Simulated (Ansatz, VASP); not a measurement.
## Two plane-wave programs on ZnS

```
CELL_PARAMETERS angstrom
0.00000 2.68387 2.68387
2.68387 0.00000 2.68387
2.68387 2.68387 0.00000
ATOMIC_POSITIONS crystal
Zn 0.75000 0.75000 0.75000
S 0.00000 0.00000 0.00000
```

Alike in both runs: task single point; functional LDA; k mesh 9 × 9 × 9; occupations fermi-dirac, width 0.05 eV; no spin polarisation.

```csv
,VASP,Ansatz
version,VASP 6.6.1,Ansatz 0.2.0
potentials or method,"VASP PAW LDA potentials, release 64 (Zn, S)",JTH PAW LDA
plane-wave cutoff (eV),520,960
valence electrons in the cell,18,18
```

```tsv
	VASP	Ansatz	Ansatz less VASP
gap on the k mesh at the Fermi level (eV)	1.98	1.94	-0.044
least direct gap on the mesh (eV)	1.98	1.94	-0.044
pressure (GPa)	-2.9	-3.3	-0.30
```

LDA's correlation is that of Perdew and Zunger in VASP and of Perdew and Wang (1992) in Ansatz.

Noted on Ansatz's run: odd divisions of the mesh miss points on the zone boundary, where band edges often lie, so the gap on the mesh can be too wide.
